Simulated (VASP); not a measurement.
# Li (I4_1/amd) in VASP: single point with PBE

Aim: the single point of Li with PBE.

All numbers are computed with VASP 6.6.1; they aren't measurements. Logs are shortened: lines on timing, memory, paths and dates and some standing lists are left out, and cuts for length are marked.

### Step 1. The cell of the first run

It takes space group I4_1/amd (No. 141, tetragonal). Conventional cell: a = 7.503 Å, b = 7.503 Å, c = 2.874 Å, α = 90.00°, β = 90.00°, γ = 90.00°. Li (site symmetry 2/m) has 10 Li at 2.75 to 3.42 Å within 3.6 Å. Within 3.6 Å of Li (site symmetry 2/m) lie 10 Li at 2.75 to 3.42 Å. Within 3.6 Å of Li (site symmetry 2/m) lie 10 Li at 2.75 to 3.42 Å.

### Step 2. Single point, PBE

INCAR

```
PREC = Accurate
ENCUT = 520
EDIFF = 1E-6
ISMEAR = 0
SIGMA = 0.2
LREAL = F
LASPH = T
NELM = 80
ALGO = Fast
ISIF = 2
LWAVE = F
LCHARG = T
GGA = PE
LELF = T
LVHAR = T
NBANDS = 22
```

KPOINTS

```
regular mesh
0
Gamma
  4 4 4
```

POSCAR

```
Li
1.0
   -3.7516424187      3.7516424187      1.4368377361
   -3.7516424187     -3.7516424187      1.4368377361
    0.0000000000      0.0000000000      5.7473509444
Li
8
Direct
    0.7500000000      0.2500000000      0.3125000000
    0.7500000000      0.2500000000      0.8125000000
    0.2500000000      0.7500000000      0.3125000000
    0.2500000000      0.7500000000      0.8125000000
    0.2500000000      0.2500000000      0.0625000000
    0.2500000000      0.2500000000      0.5625000000
    0.7500000000      0.7500000000      0.3125000000
    0.7500000000      0.7500000000      0.8125000000
```

Potentials or basis: VASP PAW PBE potentials, release 64 (Li_sv).

The run is started by

```bash
$ cat potpaw_PBE.64/Li_sv/POTCAR > POTCAR
$ mpirun -np 1 vasp_std > vasp.out
```

OUTCAR:

```text
PREC = Accurate
   ENCUT = 520
   EDIFF = 1E-6
   ISMEAR = 0
   LREAL = F
   LASPH = T
   NELM = 80
   ISIF = 2
   GGA = PE

 ion  position               nearest neighbor table
   1  0.750  0.250  0.312-
   2  0.750  0.250  0.812-
   3  0.250  0.750  0.312-
   4  0.250  0.750  0.812-
   5  0.250  0.250  0.062-
   6  0.250  0.250  0.562-
   7  0.750  0.750  0.312-
   8  0.750  0.750  0.812-

  LATTYP: Found a base centered monoclinic cell.
 ALAT       =     8.0347553834
 B/A-ratio  =     0.9338535499
 C/A-ratio  =     0.7153112534
 COS(beta)  =    -0.3576556267

  Lattice vectors:

 A1 = (   3.7516424187,  -3.7516424187,  -1.4368377361)
 A2 = (   3.7516424187,   3.7516424187,  -1.4368377361)
 A3 = (   0.0000000000,   0.0000000000,   5.7473509444)

Analysis of symmetry for initial positions (statically):
=====================================================================
 Subroutine PRICEL returns following result:

  LATTYP: Found a body centered tetragonal cell.
 ALAT       =     7.5032848374
 C/A-ratio  =     0.3829889888

  Lattice vectors:

 A1 = (  -3.7516424187,   3.7516424187,  -1.4368377361)
 A2 = (   3.7516424187,  -3.7516424187,  -1.4368377361)
 A3 = (  -3.7516424187,  -3.7516424187,   1.4368377361)

   2 primitive cells build up your supercell.

 Routine SETGRP: Setting up the symmetry group for a
 base centered monoclinic supercell.

 Subroutine GETGRP returns: Found  4 space group operations
 (whereof  2 operations were pure point group operations)
 out of a pool of  4 trial point group operations.

The static configuration has the point symmetry C_1h.
 The point group associated with its full space group is C_2h.

Analysis of symmetry for dynamics (positions and initial velocities):
=====================================================================
 Subroutine PRICEL returns following result:

  LATTYP: Found a body centered tetragonal cell.
 ALAT       =     7.5032848374
 C/A-ratio  =     0.3829889888

  Lattice vectors:

 A1 = (  -3.7516424187,   3.7516424187,  -1.4368377361)
 A2 = (   3.7516424187,  -3.7516424187,  -1.4368377361)
 A3 = (  -3.7516424187,  -3.7516424187,   1.4368377361)

   2 primitive cells build up your supercell.

 Routine SETGRP: Setting up the symmetry group for a
 base centered monoclinic supercell.

 Subroutine GETGRP returns: Found  4 space group operations
 (whereof  2 operations were pure point group operations)
 out of a pool of  4 trial point group operations.

The dynamic configuration has the point symmetry C_1h.
 The point group associated with its full space group is C_2h.

 Subroutine INISYM returns: Found  4 space group operations
 (whereof  2 operations are pure point group operations),
 and found     2 'primitive' translations

----------------------------------------------------------------------------------------

                                     Primitive cell

  volume of cell :      80.8929

  direct lattice vectors                    reciprocal lattice vectors
    -3.751642419  3.751642419 -1.436837736    -0.133274962 -0.000000000 -0.347986406
     3.751642419 -3.751642419 -1.436837736     0.000000000 -0.133274962 -0.347986406
    -3.751642419 -3.751642419  1.436837736    -0.133274962 -0.133274962  0.000000000

  length of vectors
     5.496739429  5.496739429  5.496739429     0.372634881  0.372634881  0.188479258

  position of ions in fractional coordinates (direct lattice)
     0.375000000  0.625000000  0.250000000
     0.375000000  0.125000000  0.750000000
     0.875000000  0.625000000  0.250000000
     0.375000000  0.625000000  0.750000000

  ion indices of the primitive-cell ions
   primitive index   ion index
                 1           1
                 2           3
                 3           5
                 4           7

----------------------------------------------------------------------------------------

 KPOINTS: regular mesh

Automatic generation of k-mesh.
 Grid dimensions read from file:
 generate k-points for:    4    4    4

 Generating k-lattice:

  Cartesian coordinates                     Fractional coordinates (reciprocal lattice)
    -0.033318740  0.033318740  0.000000000     0.250000000  0.000000000  0.000000000
    -0.033318740 -0.033318740  0.000000000     0.000000000  0.250000000  0.000000000
     0.016659370  0.000000000  0.043498301     0.000000000  0.000000000  0.250000000

  Length of vectors
     0.047119815  0.047119815  0.046579360

  Shift w.r.t. Gamma in fractional coordinates (k-lattice)
     0.000000000  0.000000000  0.000000000

 Subroutine IBZKPT returns following result:
 ===========================================

 Found     24 irreducible k-points:

 Following reciprocal coordinates:
            Coordinates               Weight
  0.000000  0.000000  0.000000      1.000000
  0.250000  0.000000  0.000000      4.000000
  0.500000  0.000000  0.000000      2.000000
  0.250000  0.250000  0.000000      2.000000
  0.500000  0.250000  0.000000      4.000000
 -0.250000  0.250000  0.000000      2.000000
[... 16 lines left out ...]
 -0.250000  0.250000  0.500000      2.000000
  0.500000  0.500000  0.500000      1.000000
   k-points           NKPTS =     24   k-points in BZ     NKDIM =     24   number of bands    NBANDS=     22
   number of dos      NEDOS =    301   number of ions     NIONS =      8
   total plane-waves  NPLWV =  84672
   dimension x,y,z NGX =    42 NGY =   42 NGZ =   48
   dimension x,y,z NGXF=    84 NGYF=   84 NGZF=   96
   ions per type =               8
   NGX,Y,Z   is equivalent  to a cutoff of  12.70, 12.70, 13.88 a.u.
   NGXF,Y,Z  is equivalent  to a cutoff of  25.41, 25.41, 27.77 a.u.
 SYSTEM =  unknown system
   PREC   = accura    normal or accurate (medium, high low for compatibility)
   ISTART =      0    job   : 0-new  1-cont  2-samecut
   ICHARG =      2    charge: 1-file 2-atom 10-const
   ISPIN  =      1    spin polarized calculation?
   LNONCOLLINEAR =      F non collinear calculations
   LSORBIT =      F    spin-orbit coupling
   LASPH  =      T    aspherical Exc in radial PAW
   ENCUT  =  520.0 eV  38.22 Ry    6.18 a.u.  10.22 10.22 10.69*2*pi/ulx,y,z
   NELM   =     80;   NELMIN=  2; NELMDL= -5     # of ELM steps
   EDIFF  = 0.1E-05   stopping-criterion for ELM
   LREAL  =      F    real-space projection
[... 7 lines left out ...]
   TEBEG  =    0.0;   TEEND  =   0.0 temperature during run
   PSTRESS=    0.0 pullay stress
   NELECT =      24.0000    total number of electrons
   NUPDOWN=      -1.0000    fix difference up-down
   EMIN   =  10.00;   EMAX   =-10.00  energy-range for DOS
   EFERMI =   0.00;   METHOD = LEGACY
   ISMEAR =     0;   SIGMA  =   0.20  broadening in eV -4-tet -1-fermi 0-gaus
   EFERMI_NEDOS =   21; number of points for ismear=-14 and -15
   IALGO  =     68    algorithm
   IMIX   =      4    mixing-type and parameters
     AMIX     =   0.40;   BMIX     =  1.00
     AMIX_MAG =   1.60;   BMIX_MAG =  1.00
  volume/ion in A,a.u.               =      20.22       136.47
  Fermi-wavevector in a.u.,A,eV,Ry     =   0.866626  1.637686 10.218528  0.751041
  Thomas-Fermi vector in A             =   1.985042
   LORBIT       =      0    0 simple, 1 ext, 2 COOP (PROOUT), +10 PAW based schemes
   GGA     = PE    functional components
   LHFCALC =     F    Hartree Fock is set to
   AEXX    =    0.0000 exact exchange contribution
   IVDW    =     0    specifies the selected vdW correction
   LEPSILON=     F    determine dielectric tensor
   LRPA    =     F    only Hartree local field effects (RPA)
 non-spin polarized calculation
 RMM-DIIS sequential band-by-band and
 Gauss-broadening in eV      SIGMA  =   0.20
  energy-cutoff  :      520.00
  volume of cell :      161.79
 maximum number of plane-waves:      4372
 NGX is ok and might be reduce to    42
   NGX = 21   NGY = 21   NGZ = 21

 number of electron      24.0000029 magnetization

 Free energy of the ion-electron system (eV)
  ---------------------------------------------------
  ext. energy  EPLUGINS =         0.00000000
  ---------------------------------------------------
  free energy    TOTEN  =       -14.71265228 eV

  energy without entropy =      -14.65530973  energy(sigma->0) =      -14.68398100

 E-fermi :   0.5592     XC(G=0):  -7.0483

 val. band max:        0.4996830909   @ k =  -0.2500   0.5000   0.2500
 cond. band min:       0.6208450510   @ k =   0.5000   0.2500   0.2500
 fundamental gap:      0.1211619601
 Fermi energy:         0.5592120626

 k-point     1 :       0.0000    0.0000    0.0000
  band No.  band energies     occupation
      1     -46.0749      2.00000
      2     -46.0539      2.00000
      3     -46.0532      2.00000
      4     -46.0530      2.00000
      5     -46.0447      2.00000
      6     -46.0414      2.00000
[... 14 lines left out ...]
     21       4.4693      0.00000
     22       5.2509      0.00000

 k-point     2 :       0.2500    0.0000    0.0000
  band No.  band energies     occupation
      1     -46.0718      2.00000
      2     -46.0566      2.00000
      3     -46.0535      2.00000
      4     -46.0506      2.00000
      5     -46.0458      2.00000
      6     -46.0393      2.00000
[... 14 lines left out ...]
     21       4.6431      0.00000
     22       5.0359      0.00000

 k-point     3 :       0.5000    0.0000    0.0000
  band No.  band energies     occupation
      1     -46.0654      2.00000
      2     -46.0631      2.00000
      3     -46.0545      2.00000
      4     -46.0447      2.00000
      5     -46.0426      2.00000
      6     -46.0423      2.00000
[... 14 lines left out ...]
     21       5.2509      0.00000
     22       6.5937      0.00000

 k-point     4 :       0.2500    0.2500    0.0000
  band No.  band energies     occupation
      1     -46.0688      2.00000
      2     -46.0546      2.00000
      3     -46.0542      2.00000
      4     -46.0532      2.00000
      5     -46.0423      2.00000
      6     -46.0414      2.00000
[... 14 lines left out ...]
     21       4.8524      0.00000
     22       4.9291      0.00000

 k-point     5 :       0.5000    0.2500    0.0000
  band No.  band energies     occupation
      1     -46.0624      2.00000
      2     -46.0601      2.00000
      3     -46.0547      2.00000
      4     -46.0476      2.00000
      5     -46.0456      2.00000
      6     -46.0444      2.00000
[... 14 lines left out ...]
     21       5.0352      0.00000
     22       6.2536      0.00000

 k-point     6 :      -0.2500    0.2500    0.0000
  band No.  band energies     occupation
      1     -46.0688      2.00000
      2     -46.0541      2.00000
      3     -46.0533      2.00000
      4     -46.0519      2.00000
      5     -46.0496      2.00000
      6     -46.0395      2.00000
[... 14 lines left out ...]
     21       5.6954      0.00000
     22       5.7127      0.00000

 k-point     7 :       0.5000    0.5000    0.0000
  band No.  band energies     occupation
      1     -46.0566      2.00000
      2     -46.0555      2.00000
      3     -46.0535      2.00000
      4     -46.0534      2.00000
      5     -46.0522      2.00000
      6     -46.0414      2.00000
[... 324 lines left out ...]
      6     -46.0429      2.00000
[... 14 lines left out ...]
     21       5.7985      0.00000
     22       5.7987      0.00000

 k-point    21 :       0.2500    0.2500    0.5000
  band No.  band energies     occupation
      1     -46.0655      2.00000
      2     -46.0557      2.00000
      3     -46.0505      2.00000
      4     -46.0476      2.00000
      5     -46.0474      2.00000
      6     -46.0472      2.00000
[... 14 lines left out ...]
     21       6.5871      0.00000
     22       6.7030      0.00000

 k-point    22 :       0.5000    0.2500    0.5000
  band No.  band energies     occupation
      1     -46.0613      2.00000
      2     -46.0570      2.00000
      3     -46.0523      2.00000
      4     -46.0483      2.00000
      5     -46.0476      2.00000
      6     -46.0422      2.00000
[... 14 lines left out ...]
     21       6.5821      0.00000
     22       6.7150      0.00000

 k-point    23 :      -0.2500    0.2500    0.5000
  band No.  band energies     occupation
      1     -46.0607      2.00000
      2     -46.0607      2.00000
      3     -46.0529      2.00000
      4     -46.0529      2.00000
      5     -46.0428      2.00000
      6     -46.0428      2.00000
[... 14 lines left out ...]
     21       5.7984      0.00000
     22       5.7985      0.00000

 k-point    24 :       0.5000    0.5000    0.5000
  band No.  band energies     occupation
      1     -46.0579      2.00000
      2     -46.0579      2.00000
      3     -46.0474      2.00000
      4     -46.0474      2.00000
      5     -46.0463      2.00000
      6     -46.0463      2.00000
[... 14 lines left out ...]
     21       6.7135      0.00000
     22       6.7191      0.00000

------------------------ aborting loop because EDIFF is reached ----------------------------------------

  FORCE on cell =-STRESS in cart. coord.  units (eV):
  Direction    XX          YY          ZZ          XY          YZ          ZX
  --------------------------------------------------------------------------------------
  -------------------------------------------------------------------------------------
  Total       -0.0126079     -0.0642437     -0.2241885      0.0000000      0.0000000     -0.1599429
  in kB       -0.1248567     -0.6362098     -2.2201550      0.0000000      0.0000000     -1.5839262
  external PRESSURE =      -0.9937405 kB  Pullay stress =       0.0000000 kB

 VOLUME and BASIS-vectors are now :
 -----------------------------------------------------------------------------
  energy-cutoff  :      520.00
  volume of cell :      161.79
      direct lattice vectors                 reciprocal lattice vectors
    -3.751642419  3.751642419  1.436837736    -0.133274962  0.133274962  0.000000000
    -3.751642419 -3.751642419  1.436837736    -0.133274962 -0.133274962  0.000000000
     0.000000000  0.000000000  5.747350944     0.066637481  0.000000000  0.173993203

 POSITION                                       TOTAL-FORCE (eV/Angst)
 -----------------------------------------------------------------------------------
     -3.75164      1.87582      3.23288        -0.000000     -0.000000     -0.000000
     -3.75164      1.87582      6.10656         0.000000      0.000000      0.000000
     -3.75164     -1.87582      3.23288         0.000000      0.000000     -0.000000
     -3.75164     -1.87582      6.10656        -0.000000     -0.000000      0.000000
     -1.87582      0.00000      1.07763         0.000000      0.000000      0.000000
     -1.87582      0.00000      3.95130         0.000000      0.000000      0.000000
     -5.62746      0.00000      3.95130         0.000000      0.000000      0.000000
     -5.62746      0.00000      6.82498        -0.000000     -0.000000     -0.000000
 -----------------------------------------------------------------------------------
    total drift:                               -0.000000      0.000000      0.000000

  FREE ENERGIE OF THE ION-ELECTRON SYSTEM (eV)
  ---------------------------------------------------
  free  energy   TOTEN  =       -14.7126522781 eV

  energy  without entropy=      -14.6553097285  energy(sigma->0) =      -14.68398100
```

It took 3.3 min on 1 thread of Intel Xeon 8259CL, shared host; peak memory 0.28 GiB.

Results:

```
Free energy            : -14.7127 eV
Band gap on the k mesh : zero (bands 12 and 13 overlap by 1.51 eV)
```

Caveat: the cutoff is under 1.25 times the usual one of these potentials, so pressure, stress and relaxed cells hold a basis-set (Pulay) error.

The gap in the log of VASP goes by the Fermi energy; the results here count the filled bands.